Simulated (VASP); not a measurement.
# Mn (R-3m) in VASP: further runs

The runs below take Mn through single point, with PBEsol.

All numbers are computed with VASP 6.6.1; they aren't measurements. Logs are shortened: lines on timing, memory, paths and dates and some standing lists are left out, and cuts for length are marked.

### 1 The cell of the first run

Symmetry: R-3m, No. 166, trigonal system. Conventional cell: a = 3.237 Å, b = 3.237 Å, c = 9.003 Å, α = 90.00°, β = 90.00°, γ = 120.00°. Within 2.9 Å of Mn (site symmetry 3m) lie 6 Mn at 2.17 to 2.67 Å.

### 2 Single point, PBEsol, collinear spin, ferromagnetic start

Contents of INCAR:

```
SYSTEM = Mn
ALGO = Normal
EDIFF = 1E-6
ENCUT = 520
GGA = PS
ISIF = 2
ISMEAR = 0
ISPIN = 2
LASPH = .TRUE.
LCHARG = .TRUE.
LELF = .TRUE.
LMAXMIX = 4
LORBIT = 11
LREAL = .FALSE.
LVHAR = .TRUE.
LWAVE = .FALSE.
MAGMOM = 4 4
NBANDS = 24
NELM = 150
PREC = Accurate
SIGMA = 0.1
```

Contents of KPOINTS:

```
k-points
0
G
  6 6 6
  0 0 0
```

Contents of POSCAR:

```
Mn
1.0
    1.6182685492      0.9343077825      3.0008850053
   -1.6182685492      0.9343077825      3.0008850053
    0.0000000000     -1.8686155650      3.0008850053
Mn
2
Direct
    0.2275400000      0.2275400000      0.2275400000
    0.7724600000      0.7724600000      0.7724600000
```

Potentials or basis: VASP PAW PBE potentials, release 64 (Mn_pv).

The run is started by

```sh
$ cat potpaw_PBE.64/Mn_pv/POTCAR > POTCAR
$ mpirun -np 1 vasp_std > vasp.out
```

OUTCAR:

```text
SYSTEM = Mn
   EDIFF = 1E-6
   ENCUT = 520
   GGA = PS
   ISIF = 2
   ISMEAR = 0
   ISPIN = 2
   LASPH = .TRUE.
   LORBIT = 11
   LREAL = .FALSE.
   NELM = 150
   PREC = Accurate

 ion  position               nearest neighbor table
   1  0.228  0.228  0.228-   2 2.17   2 2.17   2 2.17   2 2.67   2 2.67   2 2.67
   2  0.772  0.772  0.772-   1 2.17   1 2.17   1 2.17   1 2.67   1 2.67   1 2.67

  LATTYP: Found a trigonal (rhomboedric) cell.
 ALAT       =     3.5351145589
 COS(alpha) =     0.5808936906

  Lattice vectors:

 A1 = (   1.6182685492,   0.9343077825,   3.0008850053)
 A2 = (  -1.6182685492,   0.9343077825,   3.0008850053)
 A3 = (   0.0000000000,  -1.8686155650,   3.0008850053)

Analysis of symmetry for initial positions (statically):
=====================================================================
 Subroutine PRICEL returns:
 Original cell was already a primitive cell.

 Routine SETGRP: Setting up the symmetry group for a
 trigonal (rhombohedral) supercell.

 Subroutine GETGRP returns: Found 12 space group operations
 (whereof 12 operations were pure point group operations)
 out of a pool of 12 trial point group operations.

The static configuration has the point symmetry D_3d.

Analysis of symmetry for dynamics (positions and initial velocities):
=====================================================================
 Subroutine PRICEL returns:
 Original cell was already a primitive cell.

 Routine SETGRP: Setting up the symmetry group for a
 trigonal (rhombohedral) supercell.

 Subroutine GETGRP returns: Found 12 space group operations
 (whereof 12 operations were pure point group operations)
 out of a pool of 12 trial point group operations.

The dynamic configuration has the point symmetry D_3d.

Analysis of structural, dynamic, and magnetic symmetry:
=====================================================================
 Subroutine PRICEL returns:
 Original cell was already a primitive cell.

 Routine SETGRP: Setting up the symmetry group for a
 trigonal (rhombohedral) supercell.

 Subroutine GETGRP returns: Found 12 space group operations
 (whereof 12 operations were pure point group operations)
 out of a pool of 12 trial point group operations.

The overall configuration has the point symmetry D_3d.

 Subroutine INISYM returns: Found 12 space group operations
 (whereof 12 operations are pure point group operations),
 and found     1 'primitive' translations

----------------------------------------------------------------------------------------

                                     Primitive cell

  volume of cell :      27.2233

  direct lattice vectors                    reciprocal lattice vectors
     1.618268549  0.934307783  3.000885005     0.308972204  0.178385185  0.111078343
    -1.618268549  0.934307783  3.000885005    -0.308972204  0.178385185  0.111078343
     0.000000000 -1.868615565  3.000885005     0.000000000 -0.356770370  0.111078343

  length of vectors
     3.535114559  3.535114559  3.535114559     0.373662274  0.373662274  0.373662274

  position of ions in fractional coordinates (direct lattice)
     0.227540000  0.227540000  0.227540000
     0.772460000  0.772460000  0.772460000

  ion indices of the primitive-cell ions
   primitive index   ion index
                 1           1
                 2           2

----------------------------------------------------------------------------------------

 KPOINTS: k-points

Automatic generation of k-mesh.
 Grid dimensions read from file:
 generate k-points for:    6    6    6

 Generating k-lattice:

  Cartesian coordinates                     Fractional coordinates (reciprocal lattice)
     0.051495367  0.029730864  0.018513057     0.166666667  0.000000000 -0.000000000
    -0.051495367  0.029730864  0.018513057     0.000000000  0.166666667 -0.000000000
     0.000000000 -0.059461728  0.018513057    -0.000000000 -0.000000000  0.166666667

  Length of vectors
     0.062277046  0.062277046  0.062277046

  Shift w.r.t. Gamma in fractional coordinates (k-lattice)
     0.000000000  0.000000000  0.000000000

 Subroutine IBZKPT returns following result:
 ===========================================

 Found     32 irreducible k-points:

 Following reciprocal coordinates:
            Coordinates               Weight
  0.000000  0.000000  0.000000      1.000000
  0.166667  0.000000  0.000000      6.000000
  0.333333  0.000000  0.000000      6.000000
  0.500000 -0.000000  0.000000      3.000000
  0.166667  0.166667  0.000000      6.000000
  0.333333  0.166667  0.000000     12.000000
[... 16 lines left out ...]
  0.500000  0.500000  0.166667      6.000000
 -0.333333  0.500000  0.166667     12.000000
 [... further k-points ...]
   k-points           NKPTS =     32   k-points in BZ     NKDIM =     32   number of bands    NBANDS=     24
   number of dos      NEDOS =    301   number of ions     NIONS =      2
   total plane-waves  NPLWV =  21952
   dimension x,y,z NGX =    28 NGY =   28 NGZ =   28
   dimension x,y,z NGXF=    56 NGYF=   56 NGZF=   56
   ions per type =               2
   NGX,Y,Z   is equivalent  to a cutoff of  13.17, 13.17, 13.17 a.u.
   NGXF,Y,Z  is equivalent  to a cutoff of  26.34, 26.34, 26.34 a.u.
 SYSTEM =  Mn
   PREC   = accura    normal or accurate (medium, high low for compatibility)
   ISTART =      0    job   : 0-new  1-cont  2-samecut
   ICHARG =      2    charge: 1-file 2-atom 10-const
   ISPIN  =      2    spin polarized calculation?
   LNONCOLLINEAR =      F non collinear calculations
   LSORBIT =      F    spin-orbit coupling
   LASPH  =      T    aspherical Exc in radial PAW
   ENCUT  =  520.0 eV  38.22 Ry    6.18 a.u.   6.57  6.57  6.57*2*pi/ulx,y,z
   NELM   =    150;   NELMIN=  2; NELMDL= -5     # of ELM steps
   EDIFF  = 0.1E-05   stopping-criterion for ELM
   LREAL  =      F    real-space projection
   EDIFFG = 0.1E-04   stopping-criterion for IOM
   NSW    =      0    number of steps for IOM
   IBRION =     -1    ionic relax: 0-MD 1-quasi-New 2-CG
   NFREE  =      0    steps in history (QN), initial steepest desc. (CG)
   ISIF   =      2    stress and relaxation
   ISYM   =      2    0-nonsym 1-usesym 2-fastsym
   POTIM  = 0.5000    time-step for ionic-motion
   TEBEG  =    0.0;   TEEND  =   0.0 temperature during run
   PSTRESS=    0.0 pullay stress
   NELECT =      26.0000    total number of electrons
   NUPDOWN=      -1.0000    fix difference up-down
   EMIN   =  10.00;   EMAX   =-10.00  energy-range for DOS
   EFERMI =   0.00;   METHOD = LEGACY
   ISMEAR =     0;   SIGMA  =   0.10  broadening in eV -4-tet -1-fermi 0-gaus
   EFERMI_NEDOS =   21; number of points for ismear=-14 and -15
   IALGO  =     38    algorithm
   IMIX   =      4    mixing-type and parameters
     AMIX     =   0.40;   BMIX     =  1.00
     AMIX_MAG =   1.60;   BMIX_MAG =  1.00
  volume/ion in A,a.u.               =      13.61        91.86
  Fermi-wavevector in a.u.,A,eV,Ry     =   1.612200  3.046616 35.364107  2.599189
  Thomas-Fermi vector in A             =   2.707468
   LORBIT       =     11    0 simple, 1 ext, 2 COOP (PROOUT), +10 PAW based schemes
   GGA     = PS    functional components
   LHFCALC =     F    Hartree Fock is set to
   AEXX    =    0.0000 exact exchange contribution
   IVDW    =     0    specifies the selected vdW correction
   LEPSILON=     F    determine dielectric tensor
   LRPA    =     F    only Hartree local field effects (RPA)
 spin polarized calculation
 Gauss-broadening in eV      SIGMA  =   0.10
  energy-cutoff  :      520.00
  volume of cell :       27.22
 maximum number of plane-waves:       748
 NGX is ok and might be reduce to    28

 number of electron      26.0000002 magnetization       0.0004238

 Free energy of the ion-electron system (eV)
  ---------------------------------------------------
  ext. energy  EPLUGINS =         0.00000000
  ---------------------------------------------------
  free energy    TOTEN  =       -17.30135413 eV

  energy without entropy =      -17.28549516  energy(sigma->0) =      -17.29342464

 E-fermi :   7.5673     XC(G=0): -12.6358

 val. band max:        7.5660456481   @ k =  -0.3333  -0.3333   0.1667
 cond. band min:       7.5721527643   @ k =  -0.3333   0.5000   0.3333
 fundamental gap:      0.0061071162
 Fermi energy:         7.5672684899

 spin component 1

 k-point     1 :       0.0000    0.0000    0.0000
  band No.  band energies     occupation
      1     -40.5628      1.00000
      2     -40.5628      1.00000
      3     -40.4167      1.00000
      4     -39.9662      1.00000
      5     -39.9358      1.00000
      6     -39.9358      1.00000
[... 16 lines left out ...]
     23      25.5671      0.00000
     24      25.5671      0.00000
[... 598 lines left out ...]
      2     -40.6492      1.00000
      3     -40.5144      1.00000
      4     -39.9455      1.00000
      5     -39.8512      1.00000
      6     -39.8164      1.00000
[... 16 lines left out ...]
     23      26.0878      0.00000
     24      29.8420      0.00000

 [... further k-points ...]

 spin component 2

 k-point     1 :       0.0000    0.0000    0.0000
  band No.  band energies     occupation
      1     -40.5627      1.00000
      2     -40.5627      1.00000
      3     -40.4166      1.00000
      4     -39.9660      1.00000
      5     -39.9357      1.00000
      6     -39.9357      1.00000
[... 16 lines left out ...]
     23      25.5671      0.00000
     24      25.5671      0.00000
[... 598 lines left out ...]
      2     -40.6491      1.00000
      3     -40.5143      1.00000
      4     -39.9454      1.00000
      5     -39.8510      1.00000
      6     -39.8162      1.00000
[... 16 lines left out ...]
     23      26.0878      0.00000
     24      29.8421      0.00000

 [... further k-points ...]
[... 5 lines left out ...]
  --------------------------------------------------------------------------------------
  -------------------------------------------------------------------------------------
  Total       -3.7337195     -3.7337195     -2.2920627      0.0000000     -0.0000000      0.0000000
  in kB     -219.7410072   -219.7410072   -134.8950208      0.0000000     -0.0000000      0.0000000
  external PRESSURE =    -191.4590117 kB  Pullay stress =       0.0000000 kB

 VOLUME and BASIS-vectors are now :
 -----------------------------------------------------------------------------
  energy-cutoff  :      520.00
  volume of cell :       27.22
      direct lattice vectors                 reciprocal lattice vectors
     1.618268549  0.934307783  3.000885005     0.308972204  0.178385185  0.111078343
    -1.618268549  0.934307783  3.000885005    -0.308972204  0.178385185  0.111078343
     0.000000000 -1.868615565  3.000885005     0.000000000 -0.356770370  0.111078343

 POSITION                                       TOTAL-FORCE (eV/Angst)
 -----------------------------------------------------------------------------------
      0.00000      0.00000      2.04846         0.000000      0.000000      0.049826
      0.00000      0.00000      6.95419         0.000000     -0.000000     -0.049826
 -----------------------------------------------------------------------------------
    total drift:                               -0.000000      0.000000     -0.000000

  FREE ENERGIE OF THE ION-ELECTRON SYSTEM (eV)
  ---------------------------------------------------
  free  energy   TOTEN  =       -17.3013541259 eV

  energy  without entropy=      -17.2854951628  energy(sigma->0) =      -17.29342464

 total charge

# of ion       s       p       d       tot
------------------------------------------
    1        0.420   6.272   5.220  11.912
    2        0.420   6.272   5.220  11.912
--------------------------------------------------
tot          0.840  12.543  10.440  23.823

 magnetization (x)

# of ion       s       p       d       tot
------------------------------------------
    1       -0.000   0.000   0.000   0.000
    2       -0.000   0.000   0.000   0.000
--------------------------------------------------
tot         -0.000   0.000   0.000   0.000
```

Wall time 52 s (1 thread of Intel Xeon Platinum 8259CL at 2.50GHz (Skylake/Cascade Lake), shared host); peak memory 0.18 GiB.

Results:

```yaml
Free_energy: -17.3014 eV
Pressure: -19.1 GPa
Largest_force: 0.050 eV/Å
Band_gap_on_the_k_mesh: zero (filled and empty bands overlap)
Net_moment: 0.00 μB per cell
Valence_electrons_inside_the_program's_atomic_spheres: Mn 11.91
```

Forces in eV/Å, atoms in the order of the input:
```
Mn   0.000  0.000  0.050
Mn   0.000  0.000 -0.050
```

Stress tensor (GPa, compression positive):
```
-21.97   0.00   0.00
  0.00 -21.97   0.00
  0.00   0.00 -13.49
```

Levels at points of the mesh, in eV from the Fermi level:
Spin up:
```csv
k point,band 11,band 12,band 13,band 14,band 15,band 16
"(0.00, 0.00, 0.00)",-2.73,-2.73,0.64,1.49,1.49,2.38
"(0.50, 0.00, 0.00)",-1.53,-1.15,-0.97,-0.21,0.95,1.09
"(0.50, 0.50, 0.00)",-0.55,-0.21,-0.16,0.12,0.15,1.14
"(0.50, 0.50, 0.50)",-1.78,-1.78,-0.36,0.46,0.46,0.83
```
Spin down:
```csv
k point,band 11,band 12,band 13,band 14,band 15,band 16
"(0.00, 0.00, 0.00)",-2.73,-2.73,0.64,1.49,1.49,2.38
"(0.50, 0.00, 0.00)",-1.53,-1.15,-0.97,-0.21,0.95,1.09
"(0.50, 0.50, 0.00)",-0.55,-0.21,-0.16,0.12,0.15,1.14
"(0.50, 0.50, 0.50)",-1.77,-1.77,-0.36,0.46,0.46,0.84
```

Caveat: the k points lie up to 0.39 Å⁻¹ apart; the starting moments collapsed, and a magnetic state may lie lower; the PAW data sets were made with another functional, which shifts forces and pressure a little.

### 3 Single point, PBEsol, collinear spin, ferromagnetic start

This run uses another cell than the first one: it holds 3 atoms, not 2.

Contents of INCAR:

```
PREC = Accurate ; ENCUT = 520
EDIFF = 1E-6 ; ISMEAR = 0
SIGMA = 0.1 ; LREAL = F
LASPH = T ; NELM = 150
ALGO = Normal ; ISIF = 2
LWAVE = F ; LCHARG = F
ISPIN = 2 ; MAGMOM = 4 4 4
LORBIT = 11 ; LMAXMIX = 4
GGA = PS ; NBANDS = 30
```

Contents of KPOINTS:

```
Automatic mesh
0
Gamma
  9 9 9
```

Contents of POSCAR:

```
Mn
1.0
    1.3944264440      0.8050724828      6.7391755069
   -1.3944264440      0.8050724828      6.7391755069
    0.0000000000     -1.6101449656      6.7391755069
Mn
3
Direct
    0.0000000000      0.0000000000      0.0000000000
    0.2222200000      0.2222200000      0.2222200000
    0.7777800000      0.7777800000      0.7777800000
```

Potentials or basis: VASP PAW PBE potentials, release 64 (Mn_pv).

The run is started by

```sh
$ cat potpaw_PBE.64/Mn_pv/POTCAR > POTCAR
$ mpirun -np 1 vasp_std > vasp.out
```

It took 15 min on 1 thread of AMD EPYC 9R45 (Zen 5), shared host; peak memory 0.54 GiB.

The run converged. Its results:

- Free energy: -26.7530 eV
- Pressure: -11.1 GPa
- Largest force: 0.049 eV/Å
- Net moment: 10.43 μB per cell
- Site moments: Mn +3.35 μB
- Valence electrons inside the program's atomic spheres: Mn 11.53

Forces on the atoms (eV/Å):
```
Mn   0.000  0.000  0.000
Mn   0.000  0.000 -0.049
Mn   0.000  0.000  0.049
```

Levels at points of the mesh, in eV from the Fermi level:
Spin up:
```csv
k point,band 23,band 24,band 25,band 26,band 27,band 28
"(0.00, 0.00, 0.00)",-1.16,-0.55,-0.55,-0.41,-0.41,8.88
```
Spin down:
```
           k point  band 13  band 14  band 15  band 16  band 17  band 18
(0.00, 0.00, 0.00)     0.25     0.27     1.09     1.09     1.19     1.23
```

Caveat: the PAW data sets were made with another functional, which shifts forces and pressure a little.
